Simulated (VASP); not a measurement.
# CrRu3 (Pm-3m) in VASP: notebook, part 2 of 2

VASP 6.6.1. The steps go on from the part before.

### 3 Relaxation of cell and atoms, PBE, collinear spin, ferromagnetic start

This run uses another cell than the first one, of 12.37 Å³/atom, 0.923 times its volume.

File INCAR:

```
ALGO = Normal
EDIFF = 1E-6
EDIFFG = -0.04
ENCUT = 600
GGA = PE
IBRION = 2
ISIF = 3
ISMEAR = 0
ISPIN = 2
LASPH = True
LCHARG = False
LMAXMIX = 4
LORBIT = 11
LREAL = False
LWAVE = False
MAGMOM = 0.22 0 0 0
NELM = 150
NSW = 90
PREC = Accurate
SIGMA = 0.1
```

File KPOINTS:

```
k-points
0
Gamma
  6 6 6
```

File POSCAR:

```
CrRu3
1.0
    3.6711904478      0.0000000000      0.0000000000
    0.0000000000      3.6711904478      0.0000000000
    0.0000000000      0.0000000000      3.6711904478
Cr Ru
1 3
Direct
    0.0000000000      0.0000000000      0.0000000000
    0.0000000000      0.5000000000      0.5000000000
    0.5000000000      0.0000000000      0.5000000000
    0.5000000000      0.5000000000      0.0000000000
```

Potentials or basis: VASP PAW PBE potentials, release 64 (Cr_pv, Ru_pv).

The run is started by

```sh
$ cat potpaw_PBE.64/Cr_pv/POTCAR potpaw_PBE.64/Ru_pv/POTCAR > POTCAR
$ mpirun -np 1 vasp_std > vasp.out
```

OUTCAR:

```text
EDIFF = 1E-6
   EDIFFG = -0.04
   ENCUT = 600
   GGA = PE
   IBRION = 2
   ISIF = 3
   ISMEAR = 0
   ISPIN = 2
   LASPH = True
   LORBIT = 11
   LREAL = False
   NELM = 150
   NSW = 90
   PREC = Accurate

 ion  position               nearest neighbor table
   1  0.000  0.000  0.000-   2 2.60   3 2.60   4 2.60   2 2.60   3 2.60   2 2.60   4 2.60   2 2.60
                             3 2.60   4 2.60   3 2.60   4 2.60
   2  0.000  0.500  0.500-   1 2.60   3 2.60   4 2.60   1 2.60   4 2.60   1 2.60   3 2.60   1 2.60
                             3 2.60   4 2.60   4 2.60   3 2.60
   3  0.500  0.000  0.500-   1 2.60   2 2.60   4 2.60   1 2.60   4 2.60   2 2.60   4 2.60   4 2.60
                             1 2.60   2 2.60   1 2.60   2 2.60
   4  0.500  0.500  0.000-   1 2.60   2 2.60   3 2.60   2 2.60   3 2.60   1 2.60   3 2.60   3 2.60
                             1 2.60   2 2.60   2 2.60   1 2.60

  LATTYP: Found a simple cubic cell.
 ALAT       =     3.6711904478

  Lattice vectors:

 A1 = (   3.6711904478,   0.0000000000,   0.0000000000)
 A2 = (   0.0000000000,   3.6711904478,   0.0000000000)
 A3 = (   0.0000000000,   0.0000000000,   3.6711904478)

Analysis of symmetry for initial positions (statically):
=====================================================================
 Subroutine PRICEL returns:
 Original cell was already a primitive cell.

 Routine SETGRP: Setting up the symmetry group for a
 simple cubic supercell.

 Subroutine GETGRP returns: Found 48 space group operations
 (whereof 48 operations were pure point group operations)
 out of a pool of 48 trial point group operations.

The static configuration has the point symmetry O_h .

Analysis of symmetry for dynamics (positions and initial velocities):
=====================================================================
 Subroutine PRICEL returns:
 Original cell was already a primitive cell.

 Routine SETGRP: Setting up the symmetry group for a
 simple cubic supercell.

 Subroutine GETGRP returns: Found 48 space group operations
 (whereof 48 operations were pure point group operations)
 out of a pool of 48 trial point group operations.

The dynamic configuration has the point symmetry O_h .

Analysis of structural, dynamic, and magnetic symmetry:
=====================================================================
 Subroutine PRICEL returns:
 Original cell was already a primitive cell.

 Routine SETGRP: Setting up the symmetry group for a
 simple cubic supercell.

 Subroutine GETGRP returns: Found 48 space group operations
 (whereof 48 operations were pure point group operations)
 out of a pool of 48 trial point group operations.

The overall configuration has the point symmetry O_h .

 Subroutine INISYM returns: Found 48 space group operations
 (whereof 48 operations are pure point group operations),
 and found     1 'primitive' translations

----------------------------------------------------------------------------------------

                                     Primitive cell

  volume of cell :      49.4790

  direct lattice vectors                    reciprocal lattice vectors
     3.671190448  0.000000000  0.000000000     0.272391208  0.000000000  0.000000000
     0.000000000  3.671190448  0.000000000     0.000000000  0.272391208  0.000000000
     0.000000000  0.000000000  3.671190448     0.000000000  0.000000000  0.272391208

  length of vectors
[... 80 lines left out ...]
   NELM   =    150;   NELMIN=  2; NELMDL= -5     # of ELM steps
   EDIFF  = 0.1E-05   stopping-criterion for ELM
   LREAL  =      F    real-space projection
   EDIFFG = -.4E-01   stopping-criterion for IOM
   NSW    =     90    number of steps for IOM
   IBRION =      2    ionic relax: 0-MD 1-quasi-New 2-CG
   NFREE  =      1    steps in history (QN), initial steepest desc. (CG)
   ISIF   =      3    stress and relaxation
   ISYM   =      2    0-nonsym 1-usesym 2-fastsym
   POTIM  = 0.5000    time-step for ionic-motion
   TEBEG  =    0.0;   TEEND  =   0.0 temperature during run
   PSTRESS=    0.0 pullay stress
   NELECT =      54.0000    total number of electrons
   NUPDOWN=      -1.0000    fix difference up-down
   EMIN   =  10.00;   EMAX   =-10.00  energy-range for DOS
   EFERMI =   0.00;   METHOD = LEGACY
   ISMEAR =     0;   SIGMA  =   0.10  broadening in eV -4-tet -1-fermi 0-gaus
   EFERMI_NEDOS =   21; number of points for ismear=-14 and -15
   IALGO  =     38    algorithm
   IMIX   =      4    mixing-type and parameters
     AMIX     =   0.40;   BMIX     =  1.00
     AMIX_MAG =   1.60;   BMIX_MAG =  1.00
  volume/ion in A,a.u.               =      12.37        83.48
  Fermi-wavevector in a.u.,A,eV,Ry     =   1.685515  3.185161 38.653597  2.840959
  Thomas-Fermi vector in A             =   2.768345
   LORBIT       =     11    0 simple, 1 ext, 2 COOP (PROOUT), +10 PAW based schemes
   GGA     = PE    functional components
   LHFCALC =     F    Hartree Fock is set to
   AEXX    =    0.0000 exact exchange contribution
   IVDW    =     0    specifies the selected vdW correction
   LEPSILON=     F    determine dielectric tensor
   LRPA    =     F    only Hartree local field effects (RPA)
 conjugate gradient relaxation of ions
 spin polarized calculation
 Gauss-broadening in eV      SIGMA  =   0.10
  energy-cutoff  :      600.00
  volume of cell :       49.48
 maximum number of plane-waves:      1671
 NGX is ok and might be reduce to    30
   NGX = 15   NGY = 15   NGZ = 15

--------------------------------------- Ionic step        1  -------------------------------------------

 number of electron      54.0000016 magnetization      -0.0036965

 number of electron      54.0000017 magnetization       0.0162424

 Free energy of the ion-electron system (eV)
  ---------------------------------------------------
  ext. energy  EPLUGINS =         0.00000000
  ---------------------------------------------------
  free energy    TOTEN  =       -36.47877482 eV

  energy without entropy =      -36.44320354  energy(sigma->0) =      -36.46098918

------------------------ aborting loop because EDIFF is reached ----------------------------------------

  FORCE on cell =-STRESS in cart. coord.  units (eV):
  Direction    XX          YY          ZZ          XY          YZ          ZX
  --------------------------------------------------------------------------------------
  -------------------------------------------------------------------------------------
  Total        8.4625299      8.4625299      8.4625299     -0.0000000     -0.0000000      0.0000000
  in kB      274.0249167    274.0249167    274.0249167     -0.0000000     -0.0000000      0.0000000
  external PRESSURE =     274.0249167 kB  Pullay stress =       0.0000000 kB
[... 27 lines left out ...]
 number of electron      54.0000033 magnetization       0.0035513

 number of electron      54.0000026 magnetization      -0.0144614

 E-fermi :   8.6610     XC(G=0): -12.6170

 val. band max:        8.6532576102   @ k =   0.5000   0.3333   0.0000
 cond. band min:       8.6687688580   @ k =   0.3333   0.1667   0.1667
 fundamental gap:      0.0155112478
 Fermi energy:         8.6610311237

 spin component 1

 k-point     1 :       0.0000    0.0000    0.0000
  band No.  band energies     occupation
      1     -34.6159      1.00000
      2     -34.6159      1.00000
      3     -34.6159      1.00000
      4     -33.9692      1.00000
      5     -33.9692      1.00000
      6     -33.9692      1.00000
[... 1469 lines left out ...]
--------------------------------------- Ionic step        4  -------------------------------------------

 number of electron      53.9999986 magnetization       0.0013186

 Free energy of the ion-electron system (eV)
  ---------------------------------------------------
  ext. energy  EPLUGINS =         0.00000000
  ---------------------------------------------------
  free energy    TOTEN  =       -36.79753564 eV

  energy without entropy =      -36.75952084  energy(sigma->0) =      -36.77852824

 E-fermi :  11.8919     XC(G=0): -13.8674

 val. band max:       11.8883332942   @ k =   0.5000   0.1667   0.1667
 cond. band min:      11.9013025833   @ k =   0.5000   0.5000   0.0000
 fundamental gap:      0.0129692891
 Fermi energy:        11.8919380215

 spin component 1

 k-point     1 :       0.0000    0.0000    0.0000
  band No.  band energies     occupation
      1     -31.4862      1.00000
      2     -31.4862      1.00000
      3     -31.4862      1.00000
      4     -31.0439      1.00000
      5     -31.0439      1.00000
      6     -31.0439      1.00000
[... 1423 lines left out ...]
  FREE ENERGIE OF THE ION-ELECTRON SYSTEM (eV)
  ---------------------------------------------------
  free  energy   TOTEN  =       -36.7975356362 eV

  energy  without entropy=      -36.7595208362  energy(sigma->0) =      -36.77852824

 reached required accuracy - stopping structural energy minimisation

 total charge

# of ion       s       p       d       tot
------------------------------------------
    1        0.389   6.337   4.101  10.827
    2        0.415   6.305   5.967  12.686
    3        0.415   6.305   5.967  12.686
    4        0.415   6.305   5.967  12.686
--------------------------------------------------
tot          1.634  25.251  22.002  48.887

 magnetization (x)

# of ion       s       p       d       tot
------------------------------------------
    1        0.000   0.000   0.002   0.002
    2       -0.000   0.000  -0.000  -0.000
    3       -0.000   0.000  -0.000  -0.000
    4       -0.000   0.000  -0.000  -0.000
--------------------------------------------------
tot         -0.000   0.000   0.001   0.001
```

Run time: 3.9 min. Hardware: 1 thread of Intel Xeon Platinum 8559C (Emerald Rapids), shared host; peak memory 0.22 GiB.

Results:

```yaml
Free_energy: -36.7975 eV
Relaxed_volume: 13.39 Å³/atom
Relaxed_cell: a = 3.769 Å, b = 3.769 Å, c = 3.769 Å, α = 90.00°, β = 90.00°, γ = 90.00°
Space_group_after_relaxing_to_0.05_Å: Pm-3m (No. 221)
Energy_gained_by_relaxing: 79.7 meV/atom
Ionic_steps: 4
Pressure_after_relaxing: -0.3 GPa
Band_gap_on_the_k_mesh: zero (filled and empty bands overlap)
Net_moment: 0.00 μB per cell
Valence_electrons_inside_the_program's_atomic_spheres: Cr 10.83; Ru 12.69
```

The path:
```csv
step,energy change (eV),largest force (eV/Å),pressure (GPa),volume (Å³)
1,0.0000,0.0000,27.40,49.48
2,1.5079,0.0000,-37.29,66.23
3,-0.3166,0.0000,-1.89,53.86
4,-0.3188,0.0000,-0.25,53.54
```

Final structure:
```yaml
crystal:
  lattice:
    - [3.76907, 0.00000, 0.00000]
    - [0.00000, 3.76907, 0.00000]
    - [0.00000, 0.00000, 3.76907]
  atoms:
    - { symbol: Cr, position: [0.00000, 0.00000, 0.00000] }
    - { symbol: Ru, position: [0.00000, 0.50000, 0.50000] }
    - { symbol: Ru, position: [0.50000, 0.00000, 0.50000] }
    - { symbol: Ru, position: [0.50000, 0.50000, 0.00000] }
```
